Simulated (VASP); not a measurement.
# AlN (P6_3mc) in VASP: notebook

The runs below take AlN through single point, with LDA, RPBE+D4, PBE-based screened hybrid with 25 % exact exchange, PBE-based screened hybrid with 35 % exact exchange.

Program: VASP 6.6.1. These are calculated values, not measurements. Logs are shortened: lines on timing, memory, paths and dates and some standing lists are left out, and cuts for length are marked.

**1. The cell of the first run**

The structure is hexagonal, space group P6_3mc (No. 186). Conventional cell: a = 3.134 Å, b = 3.134 Å, c = 5.014 Å, α = 90.00°, β = 90.00°, γ = 120.00°. Al (site symmetry 3m) has 4 N at 1.91 Å within 2.5 Å. Within 2.5 Å of N (site symmetry 3m) lie 4 Al at 1.91 Å.

**2. Single point, LDA**

Contents of INCAR:

```
SYSTEM = AlN
PREC = Accurate ; ENCUT = 520
EDIFF = 1E-6 ; ISMEAR = -1
SIGMA = 0.05 ; LREAL = .False.
LASPH = .True. ; NELM = 100
ALGO = Normal ; ISIF = 2
LWAVE = .False. ; LCHARG = .True.
LELF = .True. ; LVHAR = .True.
NBANDS = 16
```

Contents of KPOINTS:

```
Automatic mesh
0
Gamma
  10 10 6
  0 0 0
```

Contents of POSCAR:

```
AlN
1.0
    3.1336164949      0.0000000000      0.0000000000
   -1.5668082474      2.7137914903      0.0000000000
    0.0000000000      0.0000000000      5.0139877163
Al N
2 2
Direct
    0.6666666667      0.3333333333      0.5000000000
    0.3333333333      0.6666666667      0.0000000000
    0.6666666667      0.3333333333      0.8800000000
    0.3333333333      0.6666666667      0.3800000000
```

Potentials or basis: VASP PAW LDA potentials, release 64 (Al, N).

Started as:

```sh
cat potpaw_LDA.64/Al/POTCAR potpaw_LDA.64/N/POTCAR > POTCAR
mpirun -np 1 vasp_std > vasp.out
```

OUTCAR:

```text
SYSTEM = AlN
   PREC = Accurate
   ENCUT = 520
   EDIFF = 1E-6
   ISMEAR = -1
   LREAL = .False.
   LASPH = .True.
   NELM = 100
   ISIF = 2

 ion  position               nearest neighbor table
   1  0.667  0.333  0.500-   3 1.91   4 1.91   4 1.91   4 1.91   2 3.09   2 3.09   2 3.09   2 3.09
                             2 3.09   2 3.09
   2  0.333  0.667  0.000-   4 1.91   3 1.91   3 1.91   3 1.91   1 3.09   1 3.09   1 3.09   1 3.09
                             1 3.09   1 3.09
   3  0.667  0.333  0.880-   1 1.91   2 1.91   2 1.91   2 1.91
   4  0.333  0.667  0.380-   2 1.91   1 1.91   1 1.91   1 1.91

  LATTYP: Found a hexagonal cell.
 ALAT       =     3.1336164949
 C/A-ratio  =     1.6000642467

  Lattice vectors:

 A1 = (   3.1336164949,   0.0000000000,   0.0000000000)
 A2 = (  -1.5668082474,   2.7137914903,   0.0000000000)
 A3 = (   0.0000000000,   0.0000000000,   5.0139877163)

Analysis of symmetry for initial positions (statically):
=====================================================================
 Subroutine PRICEL returns:
 Original cell was already a primitive cell.

 Routine SETGRP: Setting up the symmetry group for a
 hexagonal supercell.

 Subroutine GETGRP returns: Found 12 space group operations
 (whereof  6 operations were pure point group operations)
 out of a pool of 24 trial point group operations.

The static configuration has the point symmetry C_3v.
 The point group associated with its full space group is C_6v.

Analysis of symmetry for dynamics (positions and initial velocities):
=====================================================================
 Subroutine PRICEL returns:
 Original cell was already a primitive cell.

 Routine SETGRP: Setting up the symmetry group for a
 hexagonal supercell.

 Subroutine GETGRP returns: Found 12 space group operations
 (whereof  6 operations were pure point group operations)
 out of a pool of 24 trial point group operations.

The dynamic configuration has the point symmetry C_3v.
 The point group associated with its full space group is C_6v.

 Subroutine INISYM returns: Found 12 space group operations
 (whereof  6 operations are pure point group operations),
 and found     1 'primitive' translations

----------------------------------------------------------------------------------------

                                     Primitive cell

  volume of cell :      42.6389

  direct lattice vectors                    reciprocal lattice vectors
     3.133616495  0.000000000  0.000000000     0.319120097  0.184244074  0.000000000
    -1.566808247  2.713791490  0.000000000     0.000000000  0.368488148  0.000000000
     0.000000000  0.000000000  5.013987716     0.000000000  0.000000000  0.199442052

  length of vectors
     3.133616495  3.133616495  5.013987716     0.368488148  0.368488148  0.199442052

  position of ions in fractional coordinates (direct lattice)
     0.666666667  0.333333333  0.500000000
     0.333333333  0.666666667  0.000000000
     0.666666667  0.333333333  0.880000000
     0.333333333  0.666666667  0.380000000

  ion indices of the primitive-cell ions
   primitive index   ion index
                 1           1
                 2           2
                 3           3
                 4           4

----------------------------------------------------------------------------------------

 KPOINTS: Automatic mesh

Automatic generation of k-mesh.
 Grid dimensions read from file:
 generate k-points for:   10   10    6

 Generating k-lattice:

  Cartesian coordinates                     Fractional coordinates (reciprocal lattice)
     0.031912010  0.018424407  0.000000000     0.100000000 -0.000000000  0.000000000
     0.000000000  0.036848815  0.000000000     0.000000000  0.100000000  0.000000000
     0.000000000  0.000000000  0.033240342     0.000000000  0.000000000  0.166666667

  Length of vectors
     0.036848815  0.036848815  0.033240342

  Shift w.r.t. Gamma in fractional coordinates (k-lattice)
     0.000000000  0.000000000  0.000000000

 Subroutine IBZKPT returns following result:
 ===========================================

 Found     56 irreducible k-points:

 Following reciprocal coordinates:
            Coordinates               Weight
  0.000000  0.000000  0.000000      1.000000
  0.100000 -0.000000  0.000000      6.000000
  0.200000 -0.000000  0.000000      6.000000
  0.300000  0.000000  0.000000      6.000000
  0.400000 -0.000000  0.000000      6.000000
  0.500000 -0.000000  0.000000      3.000000
[... 16 lines left out ...]
  0.300000  0.100000  0.166667     24.000000
  0.400000  0.100000  0.166667     24.000000
 [... further k-points ...]
   k-points           NKPTS =     56   k-points in BZ     NKDIM =     56   number of bands    NBANDS=     16
   number of dos      NEDOS =    301   number of ions     NIONS =      4
   total plane-waves  NPLWV =  23040
   dimension x,y,z NGX =    24 NGY =   24 NGZ =   40
   dimension x,y,z NGXF=    48 NGYF=   48 NGZF=   80
   ions per type =               2   2
   NGX,Y,Z   is equivalent  to a cutoff of  12.73, 12.73, 13.26 a.u.
   NGXF,Y,Z  is equivalent  to a cutoff of  25.47, 25.47, 26.53 a.u.
 SYSTEM =  AlN
   PREC   = accura    normal or accurate (medium, high low for compatibility)
   ISTART =      0    job   : 0-new  1-cont  2-samecut
   ICHARG =      2    charge: 1-file 2-atom 10-const
   ISPIN  =      1    spin polarized calculation?
   LNONCOLLINEAR =      F non collinear calculations
   LSORBIT =      F    spin-orbit coupling
   LASPH  =      T    aspherical Exc in radial PAW
   ENCUT  =  520.0 eV  38.22 Ry    6.18 a.u.   5.83  5.83  9.32*2*pi/ulx,y,z
   NELM   =    100;   NELMIN=  2; NELMDL= -5     # of ELM steps
   EDIFF  = 0.1E-05   stopping-criterion for ELM
   LREAL  =      F    real-space projection
[... 7 lines left out ...]
   TEBEG  =    0.0;   TEEND  =   0.0 temperature during run
   PSTRESS=    0.0 pullay stress
   NELECT =      16.0000    total number of electrons
   NUPDOWN=      -1.0000    fix difference up-down
   EMIN   =  10.00;   EMAX   =-10.00  energy-range for DOS
   EFERMI =   0.00;   METHOD = LEGACY
   ISMEAR =    -1;   SIGMA  =   0.05  broadening in eV -4-tet -1-fermi 0-gaus
   EFERMI_NEDOS =   21; number of points for ismear=-14 and -15
   IALGO  =     38    algorithm
   IMIX   =      4    mixing-type and parameters
     AMIX     =   0.40;   BMIX     =  1.00
     AMIX_MAG =   1.60;   BMIX_MAG =  1.00
  volume/ion in A,a.u.               =      10.66        71.94
  Fermi-wavevector in a.u.,A,eV,Ry     =   1.180809  2.231405 18.970736  1.394310
  Thomas-Fermi vector in A             =   2.317094
   LORBIT       =      0    0 simple, 1 ext, 2 COOP (PROOUT), +10 PAW based schemes
   GGA     = CA    functional components
   LHFCALC =     F    Hartree Fock is set to
   AEXX    =    0.0000 exact exchange contribution
   IVDW    =     0    specifies the selected vdW correction
   LEPSILON=     F    determine dielectric tensor
   LRPA    =     F    only Hartree local field effects (RPA)
 non-spin polarized calculation
  energy-cutoff  :      520.00
  volume of cell :       42.64
 maximum number of plane-waves:      1170
 NGX is ok and might be reduce to    24
   NGX = 11   NGY = 11   NGZ = 19

 number of electron      16.0000003 magnetization

 Free energy of the ion-electron system (eV)
  ---------------------------------------------------
  ext. energy  EPLUGINS =         0.00000000
  ---------------------------------------------------
  free energy    TOTEN  =       -32.79899092 eV

  energy without entropy =      -32.79899092  energy(sigma->0) =      -32.79899092

 E-fermi :   6.6969     XC(G=0): -11.1559

 val. band max:        5.6682466809   @ k =   0.0000   0.0000   0.0000
 cond. band min:       9.7399177943   @ k =   0.0000   0.0000   0.0000
 fundamental gap:      4.0716711134
 Fermi energy:         6.6969005729

 k-point     1 :       0.0000    0.0000    0.0000
  band No.  band energies     occupation
      1      -9.2124      2.00000
      2      -7.0517      2.00000
      3      -0.2707      2.00000
      4       4.8417      2.00000
      5       4.8417      2.00000
      6       5.4941      2.00000
[... 8 lines left out ...]
     15      18.4282      0.00000
     16      18.4282      0.00000

 k-point     2 :       0.1000   -0.0000    0.0000
  band No.  band energies     occupation
      1      -9.0857      2.00000
      2      -6.9798      2.00000
      3      -0.1213      2.00000
      4       4.2602      2.00000
      5       4.6785      2.00000
      6       4.9271      2.00000
[... 8 lines left out ...]
     15      18.4062      0.00000
     16      18.4890      0.00000

 k-point     3 :       0.2000   -0.0000    0.0000
  band No.  band energies     occupation
      1      -8.7213      2.00000
      2      -6.7923      2.00000
      3       0.3156      2.00000
      4       2.9578      2.00000
      5       3.8252      2.00000
      6       4.3239      2.00000
[... 8 lines left out ...]
     15      17.5282      0.00000
     16      18.1267      0.00000

 k-point     4 :       0.3000    0.0000    0.0000
  band No.  band energies     occupation
      1      -8.1747      2.00000
      2      -6.5800      2.00000
      3       0.9964      2.00000
      4       1.6115      2.00000
      5       2.7161      2.00000
      6       3.9628      2.00000
[... 8 lines left out ...]
     15      17.3668      0.00000
     16      19.2560      0.00000

 k-point     5 :       0.4000   -0.0000    0.0000
  band No.  band energies     occupation
      1      -7.5741      2.00000
      2      -6.4896      2.00000
      3       0.6295      2.00000
      4       1.7821      2.00000
      5       1.9184      2.00000
      6       3.7081      2.00000
[... 8 lines left out ...]
     15      17.8325      0.00000
     16      20.3124      0.00000

 k-point     6 :       0.5000   -0.0000    0.0000
  band No.  band energies     occupation
      1      -7.2399      2.00000
      2      -6.5383      2.00000
      3       0.2768      2.00000
      4       1.5494      2.00000
      5       2.3505      2.00000
      6       3.6174      2.00000
[... 8 lines left out ...]
     15      18.2088      0.00000
     16      20.3571      0.00000
[... 267 lines left out ...]
 k-point    21 :       0.1000    0.1000    0.1667
  band No.  band energies     occupation
      1      -8.7389      2.00000
      2      -7.0356      2.00000
      3       0.4683      2.00000
      4       3.6304      2.00000
      5       3.6524      2.00000
      6       4.5501      2.00000
[... 8 lines left out ...]
     15      17.8013      0.00000
     16      18.6429      0.00000

 k-point    22 :       0.2000    0.1000    0.1667
  band No.  band energies     occupation
      1      -8.2895      2.00000
      2      -6.7976      2.00000
      3       0.8506      2.00000
      4       2.4174      2.00000
      5       2.8646      2.00000
      6       4.0469      2.00000
[... 8 lines left out ...]
     15      17.7043      0.00000
     16      19.0262      0.00000

 k-point    23 :       0.3000    0.1000    0.1667
  band No.  band energies     occupation
      1      -7.7198      2.00000
      2      -6.5904      2.00000
      3       0.8110      2.00000
      4       1.6625      2.00000
      5       2.3966      2.00000
      6       3.5755      2.00000
[... 8 lines left out ...]
     15      17.7046      0.00000
     16      19.6824      0.00000

 k-point    24 :       0.4000    0.1000    0.1667
  band No.  band energies     occupation
      1      -7.2217      2.00000
      2      -6.5511      2.00000
      3       0.3134      2.00000
      4       1.3153      2.00000
      5       2.6326      2.00000
      6       3.4083      2.00000
[... 8 lines left out ...]
     15      17.9790      0.00000
     16      20.1429      0.00000

 [... further k-points ...]

------------------------ aborting loop because EDIFF is reached ----------------------------------------

  FORCE on cell =-STRESS in cart. coord.  units (eV):
  Direction    XX          YY          ZZ          XY          YZ          ZX
  --------------------------------------------------------------------------------------
  -------------------------------------------------------------------------------------
  Total       -2.2482789     -2.2482789     -1.7671909     -0.0000000      0.0000000     -0.0000000
  in kB      -84.4802465    -84.4802465    -66.4031160     -0.0000000      0.0000000     -0.0000000
  external PRESSURE =     -78.4545363 kB  Pullay stress =       0.0000000 kB

 VOLUME and BASIS-vectors are now :
 -----------------------------------------------------------------------------
  energy-cutoff  :      520.00
  volume of cell :       42.64
      direct lattice vectors                 reciprocal lattice vectors
     3.133616495  0.000000000  0.000000000     0.319120097  0.184244074  0.000000000
    -1.566808247  2.713791490  0.000000000     0.000000000  0.368488148  0.000000000
     0.000000000  0.000000000  5.013987716     0.000000000  0.000000000  0.199442052

 POSITION                                       TOTAL-FORCE (eV/Angst)
 -----------------------------------------------------------------------------------
      1.56681      0.90460      2.50699        -0.000000      0.000000     -0.104826
     -0.00000      1.80919      0.00000        -0.000000      0.000000     -0.104826
      1.56681      0.90460      4.41231        -0.000000      0.000000      0.104826
     -0.00000      1.80919      1.90532         0.000000      0.000000      0.104826
 -----------------------------------------------------------------------------------
    total drift:                               -0.000000      0.000000      0.000623

  FREE ENERGIE OF THE ION-ELECTRON SYSTEM (eV)
  ---------------------------------------------------
  free  energy   TOTEN  =       -32.7989909182 eV

  energy  without entropy=      -32.7989909182  energy(sigma->0) =      -32.79899092
```

It took 41 s on 1 thread of Intel Xeon 8259CL, shared host; peak memory 0.16 GiB.

What came out:

```yaml
Free_energy: -32.7990 eV
Pressure: -7.8 GPa
Largest_force: 0.105 eV/Å
Band_gap_on_the_k_mesh: 4.07 eV
```

Forces in eV/Å, atoms in the order of the input:
```
Al   0.000  0.000 -0.105
Al   0.000  0.000 -0.105
N    0.000  0.000  0.105
N    0.000  0.000  0.105
```

Stress tensor (GPa, compression positive):
```
-8.45  0.00  0.00
 0.00 -8.45  0.00
 0.00  0.00 -6.64
```

Caveat: the cell stands under tension.

**3. Single point, RPBE+D4**

Contents of INCAR:

```
SYSTEM = AlN
PREC     = Accurate       ! precision mode
ENCUT    = 520            ! plane-wave cutoff, eV
EDIFF    = 1E-7           ! SCF threshold, eV
ISMEAR   = -1             ! smearing method
SIGMA    = 0.05           ! smearing width, eV
LREAL    = .FALSE.        ! projectors in reciprocal space
LASPH    = .TRUE.         ! aspherical terms in the spheres
NELM     = 60             ! most SCF steps
ALGO     = Normal         ! electronic algorithm
ISIF     = 2              ! what is computed and relaxed
LWAVE    = .FALSE.        ! write WAVECAR
LCHARG   = .FALSE.        ! write CHGCAR
GGA      = RP             ! functional
IVDW     = 13             ! dispersion correction
NBANDS   = 16             ! bands
```

Contents of KPOINTS:

```
Automatic mesh
0
G
  10 10 6
  0 0 0
```

POSCAR is that of step 2.

Potentials or basis: VASP PAW PBE potentials, release 64 (Al, N).

Started as:

```sh
cat potpaw_PBE.64/Al/POTCAR potpaw_PBE.64/N/POTCAR > POTCAR
mpirun -np 1 vasp_std > vasp.out
```

It took 41 s on 1 thread of Intel Xeon 8259CL, shared host; peak memory 0.17 GiB.

It converged, with:

```yaml
Free_energy: -30.8503 eV
Pressure: -7.6 GPa
Largest_force: 0.109 eV/Å
Band_gap_on_the_k_mesh: 4.10 eV
Dispersion_energy_per_atom: -0.626 eV
```

Forces on the atoms (eV/Å):
```
Al   0.000  0.000 -0.109
Al   0.000  0.000 -0.109
N    0.000  0.000  0.109
N    0.000  0.000  0.109
```

Stress tensor (GPa, compression positive):
```
-8.21  0.00  0.00
 0.00 -8.21  0.00
 0.00  0.00 -6.35
```

Levels at points of the mesh, in eV from the valence-band top:
```
           k point  band 4  band 5  band 6  band 7  band 8  band 9  band 10  band 11  band 12  band 13
(0.00, 0.00, 0.00)   -0.82   -0.82   -0.18   -0.18    0.00    4.10     6.58    10.54    11.11    11.11
(0.50, 0.00, 0.00)   -4.06   -3.27   -2.02   -1.72   -0.65    5.84     5.84     8.11    10.24    10.87
(0.00, 0.00, 0.50)   -3.27   -0.51   -0.51   -0.51   -0.51    6.36     6.36    10.28    10.28    11.42
(0.50, 0.00, 0.50)   -5.47   -1.41   -1.41   -1.33   -1.33    5.33     5.33     9.26     9.26    11.71
```

Caveat: the cell stands under tension; the PAW data sets were made with another functional, which shifts forces and pressure a little.

(Continued in part 2 of 2.)
